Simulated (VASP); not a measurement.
# BaTiO3 (Amm2) in VASP: further runs

BaTiO3 is run at these levels: PBEsol; tasks: electric field gradients.

All numbers are computed with VASP 6.6.1; they aren't measurements. Logs are shortened: lines on timing, memory, paths and dates and some standing lists are left out, and cuts for length are marked.

## 1. The cell of the first run

Symmetry: Amm2, No. 38, orthorhombic system. The conventional cell has a = 3.971 Å, b = 5.655 Å, c = 5.673 Å, α = 90.00°, β = 90.00°, γ = 90.00°. Ba (site symmetry mm2) has 12 O at 2.79 to 2.88 Å and 8 Ti at 3.43 to 3.50 Å within 3.7 Å. Within 2.6 Å of Ti (site symmetry mm2) lie 6 O at 1.95 to 2.06 Å. O (site symmetry mm2) has 2 Ti at 1.99 Å within 2.6 Å. O (site symmetry m) has 2 Ti at 1.95 to 2.06 Å within 2.6 Å.

## 2. Electric field gradients, PBEsol (12.74 Å³/atom)

The input, INCAR:

```
SYSTEM = BaTiO3
PREC = Accurate ; ENCUT = 520
EDIFF = 1E-8 ; ISMEAR = -1
SIGMA = 0.05 ; LREAL = .FALSE.
LASPH = .TRUE. ; NELM = 100
ALGO = Normal ; ISIF = 2
LWAVE = .FALSE. ; LCHARG = .FALSE.
GGA = PS ; LEFG = .TRUE.
NBANDS = 28
```

The input, KPOINTS:

```
regular mesh
0
G
  8 8 8
  0 0 0
```

The input, POSCAR:

```
BaTiO3
1.0
    3.9707751513      0.0000000000      0.0000000000
    0.0000000000      2.8275614676      2.8362822032
    0.0000000000     -2.8275614676      2.8362822032
Ba Ti O
1 1 3
Direct
    0.0000000000      0.0000000000      0.0000000000
    0.5000000000      0.5079000000      0.5079000000
    0.0000000000      0.4921000000      0.4921000000
    0.5000000000      0.5025100000      0.9937100000
    0.5000000000      0.9937100000      0.5025100000
```

Potentials or basis: VASP PAW PBE potentials, release 64 (Ba_sv, Ti_sv, O).

Run with:

```console
cat potpaw_PBE.64/Ba_sv/POTCAR potpaw_PBE.64/Ti_sv/POTCAR potpaw_PBE.64/O/POTCAR > POTCAR
mpirun -np 1 vasp_std > vasp.out
```

OUTCAR:

```text
SYSTEM = BaTiO3
   PREC = Accurate
   ENCUT = 520
   EDIFF = 1E-8
   ISMEAR = -1
   LREAL = .FALSE.
   LASPH = .TRUE.
   NELM = 100
   ISIF = 2
   GGA = PS

 ion  position               nearest neighbor table
   1  0.000  0.000  0.000-   3 2.79   4 2.81   5 2.81   4 2.81   5 2.81   4 2.83   5 2.83   5 2.83
                             4 2.83   3 2.83   3 2.83   3 2.88   2 3.43   2 3.43   2 3.46   2 3.46
   2  0.500  0.508  0.508-   4 1.95   5 1.95   3 1.99   3 1.99   5 2.06   4 2.06   1 3.43   1 3.43
                             1 3.46   1 3.46   1 3.46   1 3.46   1 3.50   1 3.50
   3  0.000  0.492  0.492-   2 1.99   2 1.99   1 2.79   1 2.83   1 2.83   1 2.88
   4  0.500  0.503  0.994-   2 1.95   2 2.06   1 2.81   1 2.81   1 2.83   1 2.83
   5  0.500  0.994  0.503-   2 1.95   2 2.06   1 2.81   1 2.81   1 2.83   1 2.83

  LATTYP: Found a base centered orthorhombic cell.
 ALAT       =     5.6551229352
 B/A-ratio  =     1.0030841896
 C/A-ratio  =     0.7021554079

  Lattice vectors:

 A1 = (   0.0000000000,   2.8275614676,  -2.8362822032)
 A2 = (   0.0000000000,   2.8275614676,   2.8362822032)
 A3 = (   3.9707751513,   0.0000000000,   0.0000000000)

Analysis of symmetry for initial positions (statically):
=====================================================================
 Subroutine PRICEL returns:
 Original cell was already a primitive cell.

 Routine SETGRP: Setting up the symmetry group for a
 base centered orthorhombic supercell.

 Subroutine GETGRP returns: Found  4 space group operations
 (whereof  4 operations were pure point group operations)
 out of a pool of  8 trial point group operations.

The static configuration has the point symmetry C_2v.

Analysis of symmetry for dynamics (positions and initial velocities):
=====================================================================
 Subroutine PRICEL returns:
 Original cell was already a primitive cell.

 Routine SETGRP: Setting up the symmetry group for a
 base centered orthorhombic supercell.

 Subroutine GETGRP returns: Found  4 space group operations
 (whereof  4 operations were pure point group operations)
 out of a pool of  8 trial point group operations.

The dynamic configuration has the point symmetry C_2v.

 Subroutine INISYM returns: Found  4 space group operations
 (whereof  4 operations are pure point group operations),
[... 154 lines left out ...]
 fundamental gap:      1.7650444311
 Fermi energy:         4.6514172508

 k-point     1 :       0.0000    0.0000    0.0000
  band No.  band energies     occupation
      1     -52.5597      2.00000
      2     -28.8958      2.00000
      3     -28.8935      2.00000
      4     -28.8899      2.00000
      5     -21.0062      2.00000
      6     -13.0882      2.00000
[... 733 lines left out ...]
     27      11.7724      0.00000
     28      13.3803      0.00000

 [... further k-points ...]

------------------------ aborting loop because EDIFF is reached ----------------------------------------

  FORCE on cell =-STRESS in cart. coord.  units (eV):
  Direction    XX          YY          ZZ          XY          YZ          ZX
  --------------------------------------------------------------------------------------
  -------------------------------------------------------------------------------------
  Total       -0.0458480     -0.3230031     -0.6109097      0.0000000      0.0000000      0.0000000
  in kB       -1.1533587     -8.1255065    -15.3681224      0.0000000      0.0000000      0.0000000
  external PRESSURE =      -8.2156625 kB  Pullay stress =       0.0000000 kB

 VOLUME and BASIS-vectors are now :
 -----------------------------------------------------------------------------
  energy-cutoff  :      520.00
  volume of cell :       63.69
      direct lattice vectors                 reciprocal lattice vectors
     3.970775151  0.000000000  0.000000000     0.251839996  0.000000000  0.000000000
     0.000000000  2.827561468  2.836282203     0.000000000  0.176830815  0.176287113
     0.000000000 -2.827561468  2.836282203     0.000000000 -0.176830815  0.176287113

 POSITION                                       TOTAL-FORCE (eV/Angst)
 -----------------------------------------------------------------------------------
      0.00000      0.00000      0.00000         0.000000      0.000000      0.088329
      1.98539      0.00000      2.88110         0.000000      0.000000      0.167263
      0.00000      0.00000      2.79147         0.000000      0.000000      0.096674
      1.98539     -1.38890      4.24370         0.000000     -0.002790     -0.176133
      1.98539      1.38890      4.24370         0.000000      0.002790     -0.176133
 -----------------------------------------------------------------------------------
    total drift:                                0.000000     -0.000000     -0.000108

  FREE ENERGIE OF THE ION-ELECTRON SYSTEM (eV)
  ---------------------------------------------------
  free  energy   TOTEN  =       -41.9830079003 eV

  energy  without entropy=      -41.9830078990  energy(sigma->0) =      -41.98300790

 Electric field gradients (V/A^2)
---------------------------------------------------------------------
 ion       V_xx      V_yy      V_zz      V_xy      V_xz      V_yz
---------------------------------------------------------------------
   1       0.720    -1.371     0.651    -0.000     0.000     0.000
   2      -5.952     3.130     2.822    -0.000     0.000    -0.000
   3      21.334   -10.236   -11.098     0.000    -0.000    -0.000
   4     -11.696     5.344     6.352    -0.000     0.000   -16.111
   5     -11.696     5.344     6.352    -0.000     0.000    16.111
---------------------------------------------------------------------

 Electric field gradients after diagonalization (V/A^2)
 (convention: |V_zz| > |V_xx| > |V_yy|)
----------------------------------------------------------------------
 ion       V_xx      V_yy      V_zz     asymmetry (V_yy - V_xx)/ V_zz
----------------------------------------------------------------------
   1       0.720     0.651    -1.371       0.050
   2       3.130     2.822    -5.952       0.052
   3     -11.098   -10.236    21.334       0.040
   4     -11.696   -10.271    21.966       0.065
   5     -11.696   -10.271    21.966       0.065
----------------------------------------------------------------------

           NMR quadrupolar parameters

 Cq : quadrupolar parameter    Cq=e*Q*V_zz/h
 eta: asymmetry parameters     (V_yy - V_xx)/ V_zz
 Q  : nuclear electric quadrupole moment in mb (millibarn)
----------------------------------------------------------------------
 ion       Cq(MHz)       eta       Q (mb)
----------------------------------------------------------------------
   1      -0.003       0.050       1.000
   2      -0.014       0.052       1.000
   3       0.052       0.040       1.000
   4       0.053       0.065       1.000
   5       0.053       0.065       1.000
----------------------------------------------------------------------
```

OSZICAR:

```text
N       E                     dE             d eps       ncg     rms          rms(c)
DAV:   1     0.434539411592E+03    0.43454E+03   -0.20863E+04  5880   0.155E+03
DAV:   2    -0.576415699505E+01   -0.44030E+03   -0.41955E+03  6736   0.429E+02
DAV:   3    -0.500727536298E+02   -0.44309E+02   -0.43892E+02  8252   0.134E+02
DAV:   4    -0.521938747893E+02   -0.21211E+01   -0.21167E+01  8828   0.248E+01
DAV:   5    -0.522532493813E+02   -0.59375E-01   -0.59364E-01  7996   0.325E+00    0.228E+01
DAV:   6    -0.422153027196E+02    0.10038E+02   -0.52843E+01  8344   0.654E+01    0.975E+00
DAV:   7    -0.421422459002E+02    0.73057E-01   -0.90907E+00  7824   0.215E+01    0.675E+00
DAV:   8    -0.419774609374E+02    0.16478E+00   -0.88194E-01  7248   0.865E+00    0.269E+00
DAV:   9    -0.420030278989E+02   -0.25567E-01   -0.20429E-01  7884   0.293E+00    0.128E+00
DAV:  10    -0.419832985177E+02    0.19729E-01   -0.10431E-01  6984   0.330E+00    0.219E-01
DAV:  11    -0.419830442733E+02    0.25424E-03   -0.32879E-03  7172   0.450E-01    0.574E-02
DAV:  12    -0.419830569778E+02   -0.12704E-04   -0.29538E-04  7020   0.123E-01    0.604E-02
DAV:  13    -0.419830102247E+02    0.46753E-04   -0.24646E-04  6760   0.165E-01    0.200E-02
DAV:  14    -0.419830085741E+02    0.16507E-05   -0.22111E-05  7388   0.463E-02    0.663E-03
DAV:  15    -0.419830084897E+02    0.84361E-07   -0.74187E-06  8740   0.239E-02    0.549E-03
DAV:  16    -0.419830079052E+02    0.58451E-06   -0.18457E-06  7924   0.130E-02    0.971E-04
DAV:  17    -0.419830079003E+02    0.48531E-08   -0.87898E-08  6856   0.275E-03
   1 F= -.41983008E+02 E0= -.41983008E+02  d E =-.130124E-08
```

Wall time 4.5 min (1 thread of Intel Xeon 8259CL, shared host); peak memory 0.31 GiB.

What came out:

* Free energy: -41.9830 eV
* Pressure: -0.8 GPa
* Largest force: 0.176 eV/Å
* Band gap on the k mesh: 1.76 eV (least direct gap 1.93 eV)
* Largest electric field gradient by atom: Ba -1.4; Ti -6.0; O +21.3, +22.0 (each value once) V/Å²

Forces on the atoms (eV/Å):
```
Ba   0.000  0.000  0.088
Ti   0.000  0.000  0.167
O    0.000  0.000  0.097
O    0.000 -0.003 -0.176
O    0.000  0.003 -0.176
```

Levels at points of the mesh, in eV from the valence-band top:
```
           k point  band 16  band 17  band 18  band 19  band 20  band 21  band 22  band 23  band 24  band 25
(0.00, 0.00, 0.00)    -1.14    -1.13    -0.24    -0.20    -0.17     1.77     1.79     1.87     4.03     4.08
(0.50, 0.00, 0.00)    -2.04    -1.89    -1.84    -0.79    -0.75     1.96     3.57     3.61     4.02     6.02
(0.00, 0.50, 0.00)    -2.01    -1.85    -1.77    -0.78    -0.73     1.98     3.54     3.55     4.07     6.05
(0.50, 0.50, 0.00)    -2.79    -1.74    -0.87    -0.87    -0.09     3.55     3.60     3.98     4.83     7.80
(0.00, 0.50, 0.50)    -2.74    -1.72    -0.92    -0.90    -0.13     3.54     3.57     3.95     4.94     7.77
(0.50, 0.50, 0.50)    -2.44    -2.38    -0.03     0.00     0.00     4.22     4.23     4.25     6.64     6.64
```

Electric field gradients, principal values (V/Å²):
```csv
atom,least,middle,greatest (by size)
1 Ba,0.651,0.720,-1.371
2 Ti,2.822,3.130,-5.952
3 O,-10.236,-11.098,21.334
4 O,-10.271,-11.696,21.966
5 O,-10.271,-11.696,21.966
```

Caveat: without QUAD_EFG the Cq values of the log hold for a quadrupole moment of 1 mb, not for the nuclei; the PAW data sets were made with another functional, which shifts forces and pressure a little; spin-orbit coupling is left out, which moves the levels of the heavy elements.

## 3. Electric field gradients, PBEsol (13.12 Å³/atom)

This run uses another cell than the first one, of 13.12 Å³/atom.

The input, INCAR:

```
SYSTEM = BaTiO3
PREC     = Accurate       ! precision mode
ENCUT    = 520            ! plane-wave cutoff, eV
EDIFF    = 1E-8           ! SCF threshold, eV
ISMEAR   = -1             ! smearing method
SIGMA    = 0.05           ! smearing width, eV
LREAL    = .False.        ! projectors in reciprocal space
LASPH    = .True.         ! aspherical terms in the spheres
NELM     = 100            ! most SCF steps
ALGO     = Normal         ! electronic algorithm
ISIF     = 2              ! what is computed and relaxed
LWAVE    = .False.        ! write WAVECAR
LCHARG   = .False.        ! write CHGCAR
GGA      = PS             ! functional
LEFG     = .True.       
NBANDS   = 28             ! bands
```

The input, KPOINTS:

```
Automatic mesh
0
Gamma
  8 8 8
  0 0 0
```

POSCAR, as its differences from that of step 2:

```diff
@@ -2,5 +2,5 @@
 1.0
-    3.9707751513      0.0000000000      0.0000000000
-    0.0000000000      2.8275614676      2.8362822032
-    0.0000000000     -2.8275614676      2.8362822032
+    4.0104855372      0.0000000000      0.0000000000
+    0.0000000000      2.8558389582      2.8646469069
+    0.0000000000     -2.8558389582      2.8646469069
 Ba Ti O
```

Potentials or basis: VASP PAW PBE potentials, release 64 (Ba_sv, Ti_sv, O).

Run with:

```console
cat potpaw_PBE.64/Ba_sv/POTCAR potpaw_PBE.64/Ti_sv/POTCAR potpaw_PBE.64/O/POTCAR > POTCAR
mpirun -np 1 vasp_std > vasp.out
```

OUTCAR:

```text
SYSTEM = BaTiO3
   PREC = Accurate
   ENCUT = 520
   EDIFF = 1E-8
   ISMEAR = -1
   LREAL = .False.
   LASPH = .True.
   NELM = 100
   ISIF = 2
   GGA = PS

 ion  position               nearest neighbor table
   1  0.000  0.000  0.000-   3 2.82   4 2.84   5 2.84   4 2.84   5 2.84   4 2.86   5 2.86   5 2.86
                             4 2.86   3 2.86   3 2.86   3 2.91   2 3.46   2 3.46   2 3.49   2 3.49
   2  0.500  0.508  0.508-   4 1.97   5 1.97   3 2.01   3 2.01   5 2.08   4 2.08   1 3.46   1 3.46
                             1 3.49   1 3.49   1 3.49   1 3.49   1 3.53   1 3.53
   3  0.000  0.492  0.492-   2 2.01   2 2.01   1 2.82   1 2.86   1 2.86   1 2.91
   4  0.500  0.503  0.994-   2 1.97   2 2.08   1 2.84   1 2.84   1 2.86   1 2.86
   5  0.500  0.994  0.503-   2 1.97   2 2.08   1 2.84   1 2.84   1 2.86   1 2.86

  LATTYP: Found a base centered orthorhombic cell.
 ALAT       =     5.7116779164
 B/A-ratio  =     1.0030841896
 C/A-ratio  =     0.7021554079

  Lattice vectors:

 A1 = (   0.0000000000,   2.8558389582,  -2.8646469069)
 A2 = (   0.0000000000,   2.8558389582,   2.8646469069)
 A3 = (   4.0104855372,   0.0000000000,   0.0000000000)

Analysis of symmetry for initial positions (statically):
[... 957 lines left out ...]
      2.00524      1.40279      4.28614         0.000000     -0.069253     -0.231223
 -----------------------------------------------------------------------------------
    total drift:                                0.000000     -0.000000     -0.000245

  FREE ENERGIE OF THE ION-ELECTRON SYSTEM (eV)
  ---------------------------------------------------
  free  energy   TOTEN  =       -41.9451888092 eV

  energy  without entropy=      -41.9451888068  energy(sigma->0) =      -41.94518881

 Electric field gradients (V/A^2)
---------------------------------------------------------------------
 ion       V_xx      V_yy      V_zz      V_xy      V_xz      V_yz
---------------------------------------------------------------------
   1       0.718    -1.285     0.566    -0.000     0.000    -0.000
   2      -5.676     2.963     2.713     0.000     0.000    -0.000
   3      23.930   -11.537   -12.393     0.000     0.000     0.000
   4     -12.972     5.990     6.982     0.000     0.000   -18.032
   5     -12.972     5.990     6.982     0.000     0.000    18.032
---------------------------------------------------------------------

 Electric field gradients after diagonalization (V/A^2)
 (convention: |V_zz| > |V_xx| > |V_yy|)
----------------------------------------------------------------------
 ion       V_xx      V_yy      V_zz     asymmetry (V_yy - V_xx)/ V_zz
----------------------------------------------------------------------
   1       0.718     0.566    -1.285       0.119
   2       2.963     2.713    -5.676       0.044
   3     -12.393   -11.537    23.930       0.036
   4     -12.972   -11.553    24.525       0.058
   5     -12.972   -11.553    24.525       0.058
----------------------------------------------------------------------

           NMR quadrupolar parameters

 Cq : quadrupolar parameter    Cq=e*Q*V_zz/h
 eta: asymmetry parameters     (V_yy - V_xx)/ V_zz
 Q  : nuclear electric quadrupole moment in mb (millibarn)
----------------------------------------------------------------------
 ion       Cq(MHz)       eta       Q (mb)
----------------------------------------------------------------------
   1      -0.003       0.119       1.000
   2      -0.014       0.044       1.000
   3       0.058       0.036       1.000
   4       0.059       0.058       1.000
   5       0.059       0.058       1.000
----------------------------------------------------------------------
```

Run time: 5 min. Hardware: 1 thread of Intel Xeon 8259CL, shared host; peak memory 0.31 GiB.

Results:

- Free energy: -41.9452 eV
- Pressure: -5.7 GPa
- Largest force: 0.269 eV/Å
- Band gap on the k mesh: 1.71 eV (least direct gap 1.90 eV)
- Largest electric field gradient by atom: Ba -1.3; Ti -5.7; O +23.9, +24.5 (each value once) V/Å²

Forces in eV/Å, atoms in the order of the input:
```
Ba   0.000  0.000  0.086
Ti   0.000  0.000  0.269
O    0.000  0.000  0.107
O    0.000  0.069 -0.231
O    0.000 -0.069 -0.231
```

Electric field gradients, principal values (V/Å²):
```
atom    least   middle  greatest (by size)
1 Ba    0.566    0.718              -1.285
2 Ti    2.713    2.963              -5.676
 3 O  -11.537  -12.393              23.930
 4 O  -11.553  -12.972              24.525
 5 O  -11.553  -12.972              24.525
```

Caveat: the cell stands under tension; without QUAD_EFG the Cq values of the log hold for a quadrupole moment of 1 mb, not for the nuclei; the PAW data sets were made with another functional, which shifts forces and pressure a little; spin-orbit coupling is left out, which moves the levels of the heavy elements. A k mesh can miss the band edges.

[end of part 1 of 2]
